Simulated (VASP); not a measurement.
Input of a VASP 6.6.1 run:

File POSCAR:

```
TiSi2
1.0
   -1.4728720000      1.7121300000      4.2120830000
    1.4728720000     -1.7121300000      4.2120830000
    1.4728720000      1.7121300000     -4.2120830000
Ti Si
1 2
Direct
    0.0000000000      0.0000000000      0.0000000000
    0.6700780000      0.6700780000      0.0000000000
    0.3299220000      0.3299220000      0.0000000000
```

The input INCAR.step1:

```
PREC = Accurate
ENCUT = 520
ISMEAR = -1
SIGMA = 0.05
LREAL = F
LASPH = T
NELM = 100
NBANDS = 17
GGA = PE
ALGO = Normal
EDIFF = 1E-4
LWAVE = T
LCHARG = F
```

The input INCAR.step2:

```
PREC = Accurate
ENCUT = 520
EDIFF = 1E-6
ISMEAR = -1
SIGMA = 0.05
LREAL = F
LASPH = T
NELM = 100
ALGO = Normal
ISIF = 2
LWAVE = F
LCHARG = F
METAGGA = R2SCAN
LMIXTAU = T
NBANDS = 17
ISTART = 1
```

Contents of KPOINTS:

```
Automatic mesh
0
Gamma
  12 12 12
```

Potentials or basis: VASP PAW PBE potentials, release 64 (Ti_sv, Si).

Command:

```console
$ cat potpaw_PBE.64/Ti_sv/POTCAR potpaw_PBE.64/Si/POTCAR > POTCAR
$ cp INCAR.step1 INCAR
$ mpirun -np 1 vasp_std > vasp.out
$ cp INCAR.step2 INCAR
$ mpirun -np 1 vasp_std > vasp.out
```

Estimate the band gap on the k mesh.

zero (bands 10 and 11 overlap by 2.56 eV).

Predict the largest force.

0.056 eV/Å.

What does it give for the pressure?

-2.1 GPa.

Stress tensor (GPa, compression positive):
```
-1.52  0.00  0.00
 0.00 -1.91  0.00
 0.00  0.00 -2.81
```

Caveat: the PAW data sets were made with another functional, which shifts forces and pressure a little.
